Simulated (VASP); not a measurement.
**Mg5Se: relaxation of cell and atoms with PBE**

Mg5Se:

```
Mg Se
1.0
     2.74481   -4.23468    0.00000
     2.74481    4.23468    0.00000
     0.00000    0.00000    7.36675
Mg Se
5 1
Cartesian
  2.7448 -2.7644 2.1954
  2.7448 2.7644 2.1954
  2.7448 -2.7644 5.1713
  2.7448 2.7644 5.1713
  2.7448 0.0000 3.6834
  0.0000 0.0000 0.0000
```

The cell was built from a structure type or drawn by symmetry, and may not be a known phase.

* Program: VASP 6.6.1
* Task: relaxation of cell and atoms
* Functional: PBE
* Potentials or basis: VASP PAW PBE potentials, release 64 (Mg, Se)
* Cutoff: 600 eV
* k mesh: 4 × 4 × 4
* Occupations: gaussian, width 0.1 eV
* Spin: no spin polarisation
* Dipole correction: no
* Further INCAR settings: ALGO = Normal; EDIFF = 1e-06; IBRION = 2; EDIFFG = -0.04; NSW = 90; ISIF = 3

- Relaxed volume: 28.50 Å³/atom
- Relaxed cell: a = 5.499 Å, b = 5.499 Å, c = 7.312 Å, α = 90.00°, β = 90.00°, γ = 129.32°
- Space group after relaxing (to 0.1 Å): Cmmm (No. 65)
- Energy gained by relaxing: 20.7 meV/atom
- Ionic steps: 30
- Pressure after relaxing: -0.1 GPa
- Largest force after relaxing: 0.015 eV/Å
- Band gap on the k mesh: zero (bands 8 and 9 overlap by 1.35 eV)

Forces on the atoms (eV/Å):
```
Mg   0.000  0.015 -0.005
Mg   0.000 -0.015 -0.005
Mg   0.000  0.015  0.005
Mg   0.000 -0.015  0.005
Mg   0.000  0.000  0.000
Se   0.000  0.000  0.000
```

Stress tensor (GPa, compression positive):
```
 0.09  0.00  0.00
 0.00 -0.09  0.00
 0.00  0.00 -0.17
```

The path:
| step | energy change (eV) | largest force (eV/Å) | pressure (GPa) | volume (Å³) |
| --- | --- | --- | --- | --- |
| 1 | 0.0000 | 0.0654 | 0.08 | 171.25 |
| 2 | -0.0019 | 0.0455 | -0.02 | 171.62 |
| 3 | -0.0030 | 0.0571 | -0.20 | 172.29 |
| 4 | -0.0045 | 0.0523 | -0.12 | 171.63 |
| 5 | -0.0059 | 0.0579 | 0.06 | 170.12 |
| 6 | -0.0075 | 0.0638 | 0.07 | 169.80 |
| 7 | -0.0122 | 0.0842 | 0.15 | 168.81 |
| 8 | -0.0127 | 0.1385 | 0.43 | 166.78 |
| 9 | -0.0147 | 0.1066 | 0.27 | 167.85 |
| 10 | -0.0180 | 0.1105 | 0.15 | 168.33 |
| 11 | -0.0203 | 0.1194 | -0.03 | 169.15 |
| 12 | -0.0236 | 0.0953 | -0.04 | 169.25 |
| 13 | -0.0286 | 0.0680 | -0.04 | 169.55 |
| 14 | -0.0287 | 0.0759 | -0.05 | 169.61 |
| 15 | -0.0318 | 0.0518 | -0.06 | 169.52 |
| 16 | -0.0399 | 0.0794 | -0.03 | 169.21 |
| 17 | -0.0347 | 0.2887 | 0.19 | 168.42 |
| 18 | -0.0417 | 0.1354 | 0.04 | 169.00 |
| 19 | -0.0447 | 0.1514 | 0.06 | 168.98 |
| 20 | -0.0523 | 0.2147 | 0.09 | 168.90 |
| 21 | -0.0565 | 0.3535 | 0.16 | 168.53 |
| 22 | -0.0601 | 0.3624 | 0.15 | 168.64 |
| 23 | -0.0653 | 0.3841 | 0.12 | 168.87 |
| 24 | -0.0738 | 0.3529 | 0.10 | 169.03 |
| 25 | -0.0947 | 0.2621 | 0.08 | 169.52 |
| 26 | -0.1169 | 0.1270 | 0.07 | 170.48 |
| 27 | -0.1185 | 0.1268 | 0.07 | 170.82 |
| 28 | -0.1216 | 0.0861 | -0.03 | 171.18 |
| 29 | -0.1231 | 0.0282 | -0.17 | 171.72 |
| 30 | -0.1244 | 0.0153 | -0.06 | 171.03 |

Final structure:
```yaml
crystal:
  lattice:
    - [2.35332, -4.96977, 0.00000]
    - [2.35332, 4.96977, 0.00000]
    - [0.00000, 0.00000, 7.31179]
  atoms:
    - { symbol: Mg, position: [0.84219, 0.15781, 0.28841] }
    - { symbol: Mg, position: [0.15781, 0.84219, 0.28841] }
    - { symbol: Mg, position: [0.84219, 0.15781, 0.71159] }
    - { symbol: Mg, position: [0.15781, 0.84219, 0.71159] }
    - { symbol: Mg, position: [0.50000, 0.50000, 0.50000] }
    - { symbol: Se, position: [0.00000, 0.00000, 0.00000] }
```

Levels at points of the mesh, in eV from the Fermi level:
| k point | band 4 | band 5 | band 6 | band 7 | band 8 | band 9 | band 10 | band 11 | band 12 |
| --- | --- | --- | --- | --- | --- | --- | --- | --- | --- |
| (0.00, 0.00, 0.00) | -3.18 | -1.74 | -0.86 | -0.77 | 0.55 | 1.02 | 1.59 | 2.12 | 2.91 |
| (0.50, 0.00, 0.00) | -3.66 | -3.09 | -2.00 | -1.01 | -0.90 | -0.06 | 0.35 | 1.76 | 2.02 |
| (0.50, 0.50, 0.00) | -4.00 | -2.87 | -1.94 | -1.82 | 0.80 | 1.15 | 1.37 | 2.16 | 2.56 |
| (0.00, 0.00, 0.50) | -3.14 | -2.80 | -1.71 | 0.03 | 0.24 | 0.98 | 1.69 | 1.80 | 2.94 |
| (0.50, 0.00, 0.50) | -3.41 | -2.71 | -2.39 | -1.02 | -0.59 | -0.53 | 0.36 | 1.17 | 2.72 |
| (0.50, 0.50, 0.50) | -4.15 | -2.44 | -1.87 | -0.69 | -0.41 | 0.37 | 1.61 | 1.61 | 3.42 |

It took 7.9 min on 1 thread of Intel(R) Xeon(R) 6975P-C (Granite Rapids), on a shared host, peak memory 0.34 GiB.
